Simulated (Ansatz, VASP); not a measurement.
# ZrB2: VASP beside Ansatz

INCAR

```
SYSTEM = ZrB2
PREC     = Accurate       ! precision mode
ENCUT    = 520            ! plane-wave cutoff, eV
EDIFF    = 1E-6           ! SCF threshold, eV
ISMEAR   = -5             ! smearing method
SIGMA    = 0.1            ! smearing width, eV
LREAL    = .False.        ! projectors in reciprocal space
LASPH    = .True.         ! aspherical terms in the spheres
NELM     = 150            ! most SCF steps
ALGO     = Normal         ! electronic algorithm
ISIF     = 2              ! what is computed and relaxed
LWAVE    = .False.        ! write WAVECAR
LCHARG   = .False.        ! write CHGCAR
MAGMOM   = 0 0 0 0 0 0 0 0 0 ! initial moments
LORBIT   = 11             ! projections on sites
LSORBIT  = .True.         ! spin-orbit coupling
GGA_COMPAT= .False.      
LORBMOM  = .True.       
LMAXMIX  = 4              ! l up to which the mixer works
LDAU     = .True.         ! DFT+U
LDAUTYPE = 2            
LDAUL    = 2 -1           ! shell
LDAUU    = 2 0            ! U, eV
LDAUJ    = 0 0          
LDAUPRINT= 1            
GGA      = CA             ! functional
NBANDS   = 31             ! bands
```

File KPOINTS:

```
regular mesh
0
Gamma
  10 10 8
  0 0 0
```

File POSCAR:

```
ZrB2
1.0
    3.3211758836      0.0000000000      0.0000000000
   -1.6605879418      2.8762226856      0.0000000000
    0.0000000000      0.0000000000      3.7014871914
Zr B
1 2
Direct
    0.0000000000      0.0000000000      0.0000000000
    0.6666666667      0.3333333333      0.5000000000
    0.3333333333      0.6666666667      0.5000000000
```

Contents of input.yaml:

```yaml
crystal:
  lattice:
    - [3.3211758836, 0.0, 0.0]
    - [-1.6605879418, 2.8762226856, 0.0]
    - [0.0, 0.0, 3.7014871914]
  atoms:
    - { symbol: Zr, position: [0.0, 0.0, 0.0] }
    - { symbol: B, position: [0.6666666667, 0.3333333333, 0.5] }
    - { symbol: B, position: [0.3333333333, 0.6666666667, 0.5] }
hamiltonian:
  xc: lda
  pseudopotentials: { kind: paw_fr }
  hubbard: { sites: [{ species: Zr, l: d, u_eff: 2.0 }] }
magnetization:
  noncollinear: true
  spin_orbit: true
kpoints:
  mp_grid: { grid: [10, 10, 8] }
scf:
  occupations: { method: tetrahedron }
  mixing: { preconditioner: kerker_dos }
output:
  forces: true
  stress: true
  bader: true
  populations: true
basis:
  ecutwfc: "500 eV"
```

Alike in both runs: functional LDA; k mesh 10 × 10 × 8; occupations tetrahedron; non-collinear spin, spin-orbit coupling; Hubbard terms Zr d U = 2.0 eV.

```csv
,VASP,Ansatz
version,VASP 6.6.1,Ansatz 0.2.0
potentials or method,"VASP PAW LDA potentials, release 64 (Zr_sv, B), cutoff 520 eV",Ansatz PAW
valence electrons in the cell,18,18
task,single point,atomic charges
```

|  | VASP | Ansatz | Ansatz less VASP |
| --- | --- | --- | --- |
| net moment per atom (μB) | 0.00 | 0.00 | 0.000 |

LDA's correlation is that of Perdew and Zunger in VASP and of Perdew and Wang (1992) in Ansatz. The programs project onto different local orbitals, so the same U acts differently, and such runs can settle in different states.
